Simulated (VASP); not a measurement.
A run of VASP 6.6.1 is set up as follows.

The input INCAR:

```
  PREC = Accurate
  ENCUT = 520
  EDIFF = 1E-6
  ISMEAR = 0
  SIGMA = 0.1
  LREAL = F
  LASPH = T
  NELM = 60
  ALGO = Normal
  ISIF = 2
  LWAVE = F
  LCHARG = F
  LDIPOL = T
  IDIPOL = 3
  DIPOL = 0.5 0.5 0.298
  GGA = PE
  NBANDS = 16
```

The input KPOINTS:

```
regular mesh
0
Gamma
  6 6 1
```

POSCAR

```
ScAl2
1.0
    3.3512697314      0.0000000000      0.0000000000
    0.0000000000      3.3512697314      0.0000000000
    0.0000000000      0.0000000000     28.5517114800
Sc Al
1 2
Direct
    0.0000000000      0.0000000000      0.2977054460
    0.5000000000      0.5000000000      0.2429143730
    0.5000000000      0.5000000000      0.3524965190
```

Potentials or basis: VASP PAW PBE potentials, release 64 (Sc_sv, Al).

Command:

```sh
$ cat potpaw_PBE.64/Sc_sv/POTCAR potpaw_PBE.64/Al/POTCAR > POTCAR
$ mpirun -np 1 vasp_std > vasp.out
```

(1) Predict the largest force.

(2) What does it give for the band gap on the k mesh?

Answers

(1) 0.347 eV/Å.

(2) zero (an odd number of electrons rules out a gap without spin polarisation).
